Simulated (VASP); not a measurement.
# TaAs (Fm-3m) in VASP: further runs, part 2 of 2

VASP 6.6.1. The steps go on from the part before.

## Step 4: Single point, PBE (17.52 Å³/atom)

This run uses another cell than the first one, of 17.52 Å³/atom.

File INCAR:

```
PREC = Accurate
ENCUT = 500
EDIFF = 1E-6
ISMEAR = 0
SIGMA = 0.05
LREAL = F
LASPH = T
NELM = 120
ALGO = Normal
ISIF = 2
LWAVE = F
LCHARG = F
GGA = PE
NBANDS = 15
GGA_COMPAT = F
```

File KPOINTS:

```
Automatic mesh
0
Gamma
  12 12 12
```

File POSCAR:

```
TaAs
1.0
    0.0000000000      2.5972912775      2.5972912775
    2.5972912775      0.0000000000      2.5972912775
    2.5972912775      2.5972912775      0.0000000000
Ta As
1 1
Direct
    0.5000000000      0.5000000000      0.5000000000
    0.0000000000      0.0000000000      0.0000000000
```

Potentials or basis: VASP PAW PBE potentials, release 64 (Ta_pv, As).

The run is started by

```sh
> cat potpaw_PBE.64/Ta_pv/POTCAR potpaw_PBE.64/As/POTCAR > POTCAR
> mpirun -np 1 vasp_std > vasp.out
```

OUTCAR:

```text
PREC = Accurate
   ENCUT = 500
   EDIFF = 1E-6
   ISMEAR = 0
   LREAL = F
   LASPH = T
   NELM = 120
   ISIF = 2
   GGA = PE

 ion  position               nearest neighbor table
   1  0.500  0.500  0.500-   2 2.60   2 2.60   2 2.60   2 2.60   2 2.60   2 2.60
   2  0.000  0.000  0.000-   1 2.60   1 2.60   1 2.60   1 2.60   1 2.60   1 2.60

  LATTYP: Found a face centered cubic cell.
 ALAT       =     5.1945825550

  Lattice vectors:

 A1 = (   0.0000000000,   2.5972912775,   2.5972912775)
 A2 = (   2.5972912775,   0.0000000000,   2.5972912775)
 A3 = (   2.5972912775,   2.5972912775,   0.0000000000)

Analysis of symmetry for initial positions (statically):
=====================================================================
 Subroutine PRICEL returns:
 Original cell was already a primitive cell.

 Routine SETGRP: Setting up the symmetry group for a
 face centered cubic supercell.

 Subroutine GETGRP returns: Found 48 space group operations
 (whereof 48 operations were pure point group operations)
 out of a pool of 48 trial point group operations.

The static configuration has the point symmetry O_h .

Analysis of symmetry for dynamics (positions and initial velocities):
=====================================================================
 Subroutine PRICEL returns:
 Original cell was already a primitive cell.

 Routine SETGRP: Setting up the symmetry group for a
 face centered cubic supercell.

 Subroutine GETGRP returns: Found 48 space group operations
 (whereof 48 operations were pure point group operations)
 out of a pool of 48 trial point group operations.

The dynamic configuration has the point symmetry O_h .

 Subroutine INISYM returns: Found 48 space group operations
 (whereof 48 operations are pure point group operations),
 and found     1 'primitive' translations

----------------------------------------------------------------------------------------

                                     Primitive cell

[... 114 lines left out ...]
   LORBIT       =      0    0 simple, 1 ext, 2 COOP (PROOUT), +10 PAW based schemes
   GGA     = PE    functional components
   LHFCALC =     F    Hartree Fock is set to
   AEXX    =    0.0000 exact exchange contribution
   IVDW    =     0    specifies the selected vdW correction
   LEPSILON=     F    determine dielectric tensor
   LRPA    =     F    only Hartree local field effects (RPA)
 non-spin polarized calculation
 Gauss-broadening in eV      SIGMA  =   0.05
  energy-cutoff  :      500.00
  volume of cell :       35.04
 maximum number of plane-waves:       911
   NGX = 13   NGY = 13   NGZ = 13

 number of electron      16.0000001 magnetization

 Free energy of the ion-electron system (eV)
  ---------------------------------------------------
  ext. energy  EPLUGINS =         0.00000000
  ---------------------------------------------------
  free energy    TOTEN  =       -16.37964470 eV

  energy without entropy =      -16.37690556  energy(sigma->0) =      -16.37827513

 E-fermi :   7.6396     XC(G=0): -11.8534

 val. band max:        7.6312717624   @ k =   0.3333   0.2500   0.0833
 cond. band min:       7.6489420049   @ k =   0.3333   0.1667   0.0833
 fundamental gap:      0.0176702425
 Fermi energy:         7.6395657405

 k-point     1 :       0.0000    0.0000    0.0000
  band No.  band energies     occupation
      1     -27.8867      2.00000
      2     -27.8867      2.00000
      3     -27.8867      2.00000
      4      -6.9032      2.00000
      5       5.9216      2.00000
      6       5.9216      2.00000
      7       5.9216      2.00000
      8       6.7035      2.00000
      9       6.7035      2.00000
     10       7.2078      2.00000
     11       7.2078      2.00000
     12       7.2078      2.00000
     13      11.7752      0.00000
     14      14.9509      0.00000
[... 401 lines left out ...]
      2     -27.9271      2.00000
      3     -27.9048      2.00000
      4      -4.2597      2.00000
      5       0.0760      2.00000
      6       2.6497      2.00000
      7       2.9629      2.00000
      8       8.0940      0.00000
      9       8.3400      0.00000
     10       8.6532      0.00000
     11      11.5427      0.00000
     12      12.4005      0.00000
     13      13.1825      0.00000
     14      16.4019      0.00000
     15      17.0246      0.00000

 [... further k-points ...]
[... 5 lines left out ...]
  --------------------------------------------------------------------------------------
  -------------------------------------------------------------------------------------
  Total        1.6257915      1.6257915      1.6257915     -0.0000000     -0.0000000      0.0000000
  in kB       74.3333110     74.3333110     74.3333110     -0.0000000     -0.0000000      0.0000000
  external PRESSURE =      74.3333110 kB  Pullay stress =       0.0000000 kB

 VOLUME and BASIS-vectors are now :
 -----------------------------------------------------------------------------
  energy-cutoff  :      500.00
  volume of cell :       35.04
      direct lattice vectors                 reciprocal lattice vectors
     0.000000000  2.597291278  2.597291278    -0.192508251  0.192508251  0.192508251
     2.597291278  0.000000000  2.597291278     0.192508251 -0.192508251  0.192508251
     2.597291278  2.597291278  0.000000000     0.192508251  0.192508251 -0.192508251

 POSITION                                       TOTAL-FORCE (eV/Angst)
 -----------------------------------------------------------------------------------
      2.59729      2.59729      2.59729        -0.000000      0.000000     -0.000000
      0.00000      0.00000      0.00000         0.000000     -0.000000      0.000000
 -----------------------------------------------------------------------------------
    total drift:                                0.000000      0.000000      0.000000

  FREE ENERGIE OF THE ION-ELECTRON SYSTEM (eV)
  ---------------------------------------------------
  free  energy   TOTEN  =       -16.3796446957 eV

  energy  without entropy=      -16.3769055573  energy(sigma->0) =      -16.37827513
```

OSZICAR:

```text
N       E                     dE             d eps       ncg     rms          rms(c)
DAV:   1     0.876111785391E+02    0.87611E+02   -0.84498E+03  2160   0.100E+03
DAV:   2    -0.150180016140E+02   -0.10263E+03   -0.97800E+02  2727   0.262E+02
DAV:   3    -0.173539540430E+02   -0.23360E+01   -0.23240E+01  2692   0.350E+01
DAV:   4    -0.173653167720E+02   -0.11363E-01   -0.11362E-01  2587   0.273E+00
DAV:   5    -0.173654043986E+02   -0.87627E-04   -0.87627E-04  2671   0.229E-01    0.144E+01
DAV:   6    -0.164125492071E+02    0.95286E+00   -0.14578E+00  2454   0.106E+01    0.587E+00
DAV:   7    -0.163861843598E+02    0.26365E-01   -0.12598E-01  2658   0.266E+00    0.249E+00
DAV:   8    -0.163798520420E+02    0.63323E-02   -0.10502E-02  2300   0.656E-01    0.206E-01
DAV:   9    -0.163796352374E+02    0.21680E-03   -0.81334E-04  2489   0.216E-01    0.100E-01
DAV:  10    -0.163796508185E+02   -0.15581E-04   -0.12845E-04  2629   0.110E-01    0.951E-03
DAV:  11    -0.163796465785E+02    0.42400E-05   -0.47867E-06  2580   0.221E-02    0.963E-03
DAV:  12    -0.163796445414E+02    0.20371E-05   -0.10163E-06  1432   0.101E-02    0.133E-03
DAV:  13    -0.163796446957E+02   -0.15430E-06   -0.82163E-08  1199   0.265E-03
   1 F= -.16379645E+02 E0= -.16378275E+02  d E =-.273914E-02
```

It took 48 s on 1 thread of Intel Xeon 8259CL, shared host; peak memory 0.18 GiB.

Results:

```yaml
Free_energy: -16.3796 eV
Pressure: 7.4 GPa
Band_gap_on_the_k_mesh: zero (bands 8 and 9 overlap by 2.30 eV)
```

Caveat: the cell stands under pressure; spin-orbit coupling is left out, which moves the levels of the heavy elements.

## Step 5: Single point, PBE (17.89 Å³/atom)

This run uses another cell than the first one, of 17.89 Å³/atom.

File INCAR:

```
SYSTEM = TaAs
ALGO     = Normal         ! electronic algorithm
EDIFF    = 1E-6           ! SCF threshold, eV
ENCUT    = 500            ! plane-wave cutoff, eV
GGA      = PE             ! functional
GGA_COMPAT= .FALSE.      
ISIF     = 2              ! what is computed and relaxed
ISMEAR   = 0              ! smearing method
LASPH    = .TRUE.         ! aspherical terms in the spheres
LCHARG   = .TRUE.         ! write CHGCAR
LELF     = .TRUE.         ! ELF
LREAL    = .FALSE.        ! projectors in reciprocal space
LVHAR    = .TRUE.       
LWAVE    = .FALSE.        ! write WAVECAR
NBANDS   = 15             ! bands
NELM     = 120            ! most SCF steps
PREC     = Accurate       ! precision mode
SIGMA    = 0.05           ! smearing width, eV
```

File KPOINTS:

```
k-points
0
G
  12 12 12
  0 0 0
```

File POSCAR:

```
TaAs
1.0
    0.0000000000      2.6152041971      2.6152041971
    2.6152041971      0.0000000000      2.6152041971
    2.6152041971      2.6152041971      0.0000000000
Ta As
1 1
Direct
    0.5000000000      0.5000000000      0.5000000000
    0.0000000000      0.0000000000      0.0000000000
```

The run is started by

```sh
> cat potpaw_PBE.64/Ta_pv/POTCAR potpaw_PBE.64/As/POTCAR > POTCAR
> mpirun -np 1 vasp_std > vasp.out
```

Wall time 56 s (1 thread of Intel Xeon 8259CL, shared host); peak memory 0.18 GiB.

It converged, with:

```
Free energy            : -16.4051 eV
Pressure               : 3.7 GPa
Band gap on the k mesh : zero (bands 8 and 9 overlap by 2.23 eV)
```

Levels at points of the mesh, in eV from the Fermi level:
```csv
k point,band 6,band 7,band 8,band 9,band 10,band 11
"(0.00, 0.00, 0.00)",-1.66,-1.66,-0.91,-0.91,-0.45,-0.45
"(0.50, 0.00, 0.00)",-4.77,-4.77,0.85,0.85,1.35,2.80
"(0.50, 0.50, 0.00)",-3.64,-2.51,-2.51,0.22,1.06,1.68
```

Caveat: the cell stands under pressure; spin-orbit coupling is left out, which moves the levels of the heavy elements.

## Step 6: Overview

```tsv
cell	gap on the mesh (eV)	pressure (GPa)
a = 3.654 Å, angles 60.0°, 2 atoms	none	10.5
a = 3.681 Å, angles 60.0°, 2 atoms	none	6.2
a = 3.673 Å, angles 60.0°, 2 atoms	none	7.4
a = 3.698 Å, angles 60.0°, 2 atoms	none	3.7
```

Alike in all rows: task single point; level PBE; potentials or basis VASP PAW PBE potentials, release 64 (Ta_pv, As); no spin polarisation; k mesh 12 × 12 × 12; cutoff (eV) 500; smearing gaussian 0.05 eV.

Caveats: the cell stands under pressure; spin-orbit coupling is left out, which moves the levels of the heavy elements.

Total energies depend on the potentials used, so only differences within one code and one set of settings carry meaning.
